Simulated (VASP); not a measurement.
# NaW3 (P4/mmm) in VASP: relaxation of cell and atoms with PBE

Aim: the relaxation of cell and atoms of NaW3 with PBE.

Everything below comes from runs of VASP 6.6.1. Logs are shortened: lines on timing, memory, paths and dates and some standing lists are left out, and cuts for length are marked.

## (1) The cell of the first run

It takes space group P4/mmm (No. 123, tetragonal). Conventional cell: a = 4.050 Å, b = 4.050 Å, c = 4.008 Å, α = 90.00°, β = 90.00°, γ = 90.00°. Within 3.8 Å of Na (site symmetry 4/mmm) lie 12 W at 2.85 to 2.86 Å. W (site symmetry mmm) has 4 Na at 2.85 Å and 8 W at 2.85 to 2.86 Å within 3.8 Å. W (site symmetry 4/mmm) has 8 W at 2.85 Å and 4 Na at 2.86 Å within 3.8 Å.

## (2) Relaxation of cell and atoms, PBE

INCAR reads:

```
ALGO = Normal ; EDIFF = 1E-7
EDIFFG = -0.01 ; ENCUT = 500
GGA = PE ; GGA_COMPAT = False
IBRION = 2 ; ISIF = 3
ISMEAR = 0 ; LASPH = True
LCHARG = False ; LREAL = False
LWAVE = False ; NELM = 120
NELMIN = 4 ; NSW = 100
PREC = Accurate ; SIGMA = 0.1
```

KPOINTS reads:

```
k-points
0
Gamma
  12 12 12
```

POSCAR reads:

```
NaW3
1.0
    4.0496637378      0.0000000000      0.0000000000
    0.0000000000      4.0496637378      0.0000000000
    0.0000000000      0.0000000000      4.0080388468
Na W
1 3
Direct
    0.0000000000      0.0000000000      0.0000000000
    0.0000000000      0.5000000000      0.5000000000
    0.5000000000      0.0000000000      0.5000000000
    0.5000000000      0.5000000000      0.0000000000
```

Potentials or basis: VASP PAW PBE potentials, release 64 (Na_pv, W_sv).

Command:

```bash
> cat potpaw_PBE.64/Na_pv/POTCAR potpaw_PBE.64/W_sv/POTCAR > POTCAR
> mpirun -np 1 vasp_std > vasp.out
```

OUTCAR:

```text
EDIFF = 1E-7
   EDIFFG = -0.01
   ENCUT = 500
   GGA = PE
   IBRION = 2
   ISIF = 3
   ISMEAR = 0
   LASPH = True
   LREAL = False
   NELM = 120
   NELMIN = 4
   NSW = 100
   PREC = Accurate

 ion  position               nearest neighbor table
   1  0.000  0.000  0.000-   2 2.85   3 2.85   2 2.85   3 2.85   2 2.85   2 2.85   3 2.85   3 2.85
                             4 2.86   4 2.86   4 2.86   4 2.86
   2  0.000  0.500  0.500-   1 2.85   4 2.85   1 2.85   4 2.85   1 2.85   1 2.85   4 2.85   4 2.85
                             3 2.86   3 2.86   3 2.86   3 2.86
   3  0.500  0.000  0.500-   1 2.85   4 2.85   1 2.85   4 2.85   4 2.85   4 2.85   1 2.85   1 2.85
                             2 2.86   2 2.86   2 2.86   2 2.86
   4  0.500  0.500  0.000-   2 2.85   3 2.85   2 2.85   3 2.85   3 2.85   3 2.85   2 2.85   2 2.85
                             1 2.86   1 2.86   1 2.86   1 2.86

  LATTYP: Found a simple tetragonal cell.
 ALAT       =     4.0496637378
 C/A-ratio  =     0.9897213957

  Lattice vectors:

 A1 = (   4.0496637378,   0.0000000000,   0.0000000000)
 A2 = (   0.0000000000,   4.0496637378,   0.0000000000)
 A3 = (   0.0000000000,   0.0000000000,   4.0080388468)

Analysis of symmetry for initial positions (statically):
=====================================================================
 Subroutine PRICEL returns:
 Original cell was already a primitive cell.

 Routine SETGRP: Setting up the symmetry group for a
 simple tetragonal supercell.

 Subroutine GETGRP returns: Found 16 space group operations
 (whereof 16 operations were pure point group operations)
 out of a pool of 16 trial point group operations.

The static configuration has the point symmetry D_4h.

Analysis of symmetry for dynamics (positions and initial velocities):
=====================================================================
 Subroutine PRICEL returns:
 Original cell was already a primitive cell.

 Routine SETGRP: Setting up the symmetry group for a
 simple tetragonal supercell.

 Subroutine GETGRP returns: Found 16 space group operations
 (whereof 16 operations were pure point group operations)
 out of a pool of 16 trial point group operations.

The dynamic configuration has the point symmetry D_4h.

 Subroutine INISYM returns: Found 16 space group operations
 (whereof 16 operations are pure point group operations),
 and found     1 'primitive' translations

----------------------------------------------------------------------------------------

                                     Primitive cell

  volume of cell :      65.7309

  direct lattice vectors                    reciprocal lattice vectors
     4.049663738  0.000000000  0.000000000     0.246934083  0.000000000  0.000000000
     0.000000000  4.049663738  0.000000000     0.000000000  0.246934083  0.000000000
     0.000000000  0.000000000  4.008038847     0.000000000  0.000000000  0.249498580

  length of vectors
     4.049663738  4.049663738  4.008038847     0.246934083  0.246934083  0.249498580

  position of ions in fractional coordinates (direct lattice)
     0.000000000  0.000000000  0.000000000
     0.000000000  0.500000000  0.500000000
     0.500000000  0.000000000  0.500000000
     0.500000000  0.500000000  0.000000000

  ion indices of the primitive-cell ions
   primitive index   ion index
                 1           1
                 2           2
                 3           3
                 4           4

----------------------------------------------------------------------------------------

 KPOINTS: k-points

Automatic generation of k-mesh.
 Grid dimensions read from file:
 generate k-points for:   12   12   12

 Generating k-lattice:

  Cartesian coordinates                     Fractional coordinates (reciprocal lattice)
     0.020577840  0.000000000  0.000000000     0.083333333  0.000000000  0.000000000
     0.000000000  0.020577840  0.000000000     0.000000000  0.083333333  0.000000000
     0.000000000  0.000000000  0.020791548     0.000000000  0.000000000  0.083333333

  Length of vectors
     0.020577840  0.020577840  0.020791548

  Shift w.r.t. Gamma in fractional coordinates (k-lattice)
     0.000000000  0.000000000  0.000000000

 Subroutine IBZKPT returns following result:
 ===========================================

 Found    196 irreducible k-points:

 Following reciprocal coordinates:
            Coordinates               Weight
  0.000000  0.000000  0.000000      1.000000
  0.083333  0.000000  0.000000      4.000000
  0.166667  0.000000  0.000000      4.000000
  0.250000  0.000000  0.000000      4.000000
  0.333333  0.000000  0.000000      4.000000
  0.416667  0.000000  0.000000      4.000000
[... 16 lines left out ...]
  0.333333  0.333333  0.000000      4.000000
  0.416667  0.333333  0.000000      8.000000
 [... further k-points ...]
   k-points           NKPTS =    196   k-points in BZ     NKDIM =    196   number of bands    NBANDS=     29
   number of dos      NEDOS =    301   number of ions     NIONS =      4
   total plane-waves  NPLWV =  27000
   dimension x,y,z NGX =    30 NGY =   30 NGZ =   30
   dimension x,y,z NGXF=    60 NGYF=   60 NGZF=   60
   ions per type =               1   3
   NGX,Y,Z   is equivalent  to a cutoff of  12.32, 12.32, 12.44 a.u.
   NGXF,Y,Z  is equivalent  to a cutoff of  24.63, 24.63, 24.89 a.u.
 SYSTEM =  unknown system
   PREC   = accura    normal or accurate (medium, high low for compatibility)
   ISTART =      0    job   : 0-new  1-cont  2-samecut
   ICHARG =      2    charge: 1-file 2-atom 10-const
   ISPIN  =      1    spin polarized calculation?
   LNONCOLLINEAR =      F non collinear calculations
   LSORBIT =      F    spin-orbit coupling
   LASPH  =      T    aspherical Exc in radial PAW
   ENCUT  =  500.0 eV  36.75 Ry    6.06 a.u.   7.38  7.38  7.31*2*pi/ulx,y,z
   NELM   =    120;   NELMIN=  4; NELMDL= -5     # of ELM steps
   EDIFF  = 0.1E-06   stopping-criterion for ELM
   LREAL  =      F    real-space projection
   EDIFFG = -.1E-01   stopping-criterion for IOM
   NSW    =    100    number of steps for IOM
   IBRION =      2    ionic relax: 0-MD 1-quasi-New 2-CG
   NFREE  =      1    steps in history (QN), initial steepest desc. (CG)
   ISIF   =      3    stress and relaxation
   ISYM   =      2    0-nonsym 1-usesym 2-fastsym
   POTIM  = 0.5000    time-step for ionic-motion
   TEBEG  =    0.0;   TEEND  =   0.0 temperature during run
   PSTRESS=    0.0 pullay stress
   NELECT =      49.0000    total number of electrons
   NUPDOWN=      -1.0000    fix difference up-down
   EMIN   =  10.00;   EMAX   =-10.00  energy-range for DOS
   EFERMI =   0.00;   METHOD = LEGACY
   ISMEAR =     0;   SIGMA  =   0.10  broadening in eV -4-tet -1-fermi 0-gaus
   EFERMI_NEDOS =   21; number of points for ismear=-14 and -15
   IALGO  =     38    algorithm
   IMIX   =      4    mixing-type and parameters
     AMIX     =   0.40;   BMIX     =  1.00
     AMIX_MAG =   1.60;   BMIX_MAG =  1.00
  volume/ion in A,a.u.               =      16.43       110.89
  Fermi-wavevector in a.u.,A,eV,Ry     =   1.484398  2.805105 29.979570  2.203436
  Thomas-Fermi vector in A             =   2.597939
   LORBIT       =      0    0 simple, 1 ext, 2 COOP (PROOUT), +10 PAW based schemes
   GGA     = PE    functional components
   LHFCALC =     F    Hartree Fock is set to
   AEXX    =    0.0000 exact exchange contribution
   IVDW    =     0    specifies the selected vdW correction
   LEPSILON=     F    determine dielectric tensor
   LRPA    =     F    only Hartree local field effects (RPA)
 conjugate gradient relaxation of ions
 non-spin polarized calculation
 Gauss-broadening in eV      SIGMA  =   0.10
  energy-cutoff  :      500.00
  volume of cell :       65.73
 maximum number of plane-waves:      1703
 NGX is ok and might be reduce to    30
   NGX = 15   NGY = 15   NGZ = 15

--------------------------------------- Ionic step        1  -------------------------------------------

 number of electron      48.9999970 magnetization

 Free energy of the ion-electron system (eV)
  ---------------------------------------------------
  ext. energy  EPLUGINS =         0.00000000
  ---------------------------------------------------
  free energy    TOTEN  =       -35.45359520 eV

  energy without entropy =      -35.44247089  energy(sigma->0) =      -35.44803305

------------------------ aborting loop because EDIFF is reached ----------------------------------------

  FORCE on cell =-STRESS in cart. coord.  units (eV):
  Direction    XX          YY          ZZ          XY          YZ          ZX
  --------------------------------------------------------------------------------------
  -------------------------------------------------------------------------------------
  Total        0.9835852      0.9835852      1.0085178      0.0000000      0.0000000      0.0000000
  in kB       23.9746744     23.9746744     24.5824020      0.0000000      0.0000000      0.0000000
  external PRESSURE =      24.1772503 kB  Pullay stress =       0.0000000 kB

 VOLUME and BASIS-vectors are now :
 -----------------------------------------------------------------------------
  energy-cutoff  :      500.00
  volume of cell :       65.73
      direct lattice vectors                 reciprocal lattice vectors
     4.049663738  0.000000000  0.000000000     0.246934083  0.000000000  0.000000000
     0.000000000  4.049663738  0.000000000     0.000000000  0.246934083  0.000000000
     0.000000000  0.000000000  4.008038847     0.000000000  0.000000000  0.249498580
[... 39 lines left out ...]
 POSITION                                       TOTAL-FORCE (eV/Angst)
 -----------------------------------------------------------------------------------
      0.00000      0.00000      0.00000         0.000000      0.000000      0.000000
      0.00000      2.04885      2.02840         0.000000      0.000000      0.000000
      2.04885      0.00000      2.02840         0.000000      0.000000      0.000000
      2.04885      2.04885     -0.00000         0.000000     -0.000000      0.000000
 -----------------------------------------------------------------------------------
    total drift:                                0.000000      0.000000     -0.000000

  FREE ENERGIE OF THE ION-ELECTRON SYSTEM (eV)
  ---------------------------------------------------
  free  energy   TOTEN  =       -35.4388534602 eV

  energy  without entropy=      -35.4269052436  energy(sigma->0) =      -35.43287935

--------------------------------------- Ionic step        3  -------------------------------------------

 number of electron      48.9999980 magnetization

 Free energy of the ion-electron system (eV)
  ---------------------------------------------------
  ext. energy  EPLUGINS =         0.00000000
  ---------------------------------------------------
  free energy    TOTEN  =       -35.45971895 eV

  energy without entropy =      -35.44829736  energy(sigma->0) =      -35.45400816

 E-fermi :   8.3597     XC(G=0): -12.3889

 val. band max:        8.3568818251   @ k =   0.0000   0.0000   0.3333
 cond. band min:       8.3608968604   @ k =   0.4167   0.2500   0.4167
 fundamental gap:      0.0040150353
 Fermi energy:         8.3596880468

 k-point     1 :       0.0000    0.0000    0.0000
  band No.  band energies     occupation
      1     -65.5363      2.00000
      2     -65.4432      2.00000
      3     -65.4320      2.00000
      4     -30.0411      2.00000
      5     -30.0383      2.00000
      6     -30.0383      2.00000
[... 757 lines left out ...]
     28       9.7634      0.00000
     29      10.0323      0.00000

 [... further k-points ...]

------------------------ aborting loop because EDIFF is reached ----------------------------------------

  FORCE on cell =-STRESS in cart. coord.  units (eV):
  Direction    XX          YY          ZZ          XY          YZ          ZX
  --------------------------------------------------------------------------------------
  -------------------------------------------------------------------------------------
  Total       -0.0115482     -0.0115482      0.0116217      0.0000000      0.0000000      0.0000000
  in kB       -0.2779852     -0.2779852      0.2797529      0.0000000      0.0000000      0.0000000
  external PRESSURE =      -0.0920725 kB  Pullay stress =       0.0000000 kB

 VOLUME and BASIS-vectors are now :
 -----------------------------------------------------------------------------
  energy-cutoff  :      500.00
  volume of cell :       66.56
      direct lattice vectors                 reciprocal lattice vectors
     4.066449535  0.000000000  0.000000000     0.245914769  0.000000000  0.000000000
     0.000000000  4.066449535 -0.000000000     0.000000000  0.245914769 -0.000000000
     0.000000000  0.000000000  4.025073234     0.000000000  0.000000000  0.248442685

 POSITION                                       TOTAL-FORCE (eV/Angst)
 -----------------------------------------------------------------------------------
      0.00000      0.00000      0.00000         0.000000      0.000000      0.000000
      0.00000      2.03322      2.01254         0.000000      0.000000      0.000000
      2.03322      0.00000      2.01254         0.000000      0.000000      0.000000
      2.03322      2.03322     -0.00000         0.000000     -0.000000      0.000000
 -----------------------------------------------------------------------------------
    total drift:                                0.000000      0.000000     -0.000000

  FREE ENERGIE OF THE ION-ELECTRON SYSTEM (eV)
  ---------------------------------------------------
  free  energy   TOTEN  =       -35.4597189542 eV

  energy  without entropy=      -35.4482973634  energy(sigma->0) =      -35.45400816

 reached required accuracy - stopping structural energy minimisation
```

It took 5.1 min on 1 thread of AMD EPYC 9R45 (Zen 5), shared host; peak memory 0.36 GiB.

Results:

```yaml
Free_energy: -35.4597 eV
Relaxed_volume: 16.64 Å³/atom
Relaxed_cell: a = 4.066 Å, b = 4.066 Å, c = 4.025 Å, α = 90.00°, β = 90.00°, γ = 90.00°
Space_group_after_relaxing_to_0.1_Å: Pm-3m (No. 221)
Energy_gained_by_relaxing: 1.5 meV/atom
Ionic_steps: 3
Pressure_after_relaxing: 0.0 GPa
Band_gap_on_the_k_mesh: zero (an odd number of electrons rules out a gap without spin polarisation)
```

The path:
| step | energy change (eV) | largest force (eV/Å) | pressure (GPa) | volume (Å³) |
| --- | --- | --- | --- | --- |
| 1 | 0.0000 | 0.0000 | 2.42 | 65.73 |
| 2 | 0.0147 | 0.0000 | -4.18 | 68.12 |
| 3 | -0.0061 | 0.0000 | -0.01 | 66.56 |

Final structure:
```
Na W
1.0
     4.06645    0.00000    0.00000
     0.00000    4.06645    0.00000
     0.00000    0.00000    4.02507
Na W
1 3
Direct
  0.00000 0.00000 0.00000
  0.00000 0.50000 0.50000
  0.50000 0.00000 0.50000
  0.50000 0.50000 0.00000
```

Caveat: spin-orbit coupling is left out, which moves the levels of the heavy elements.
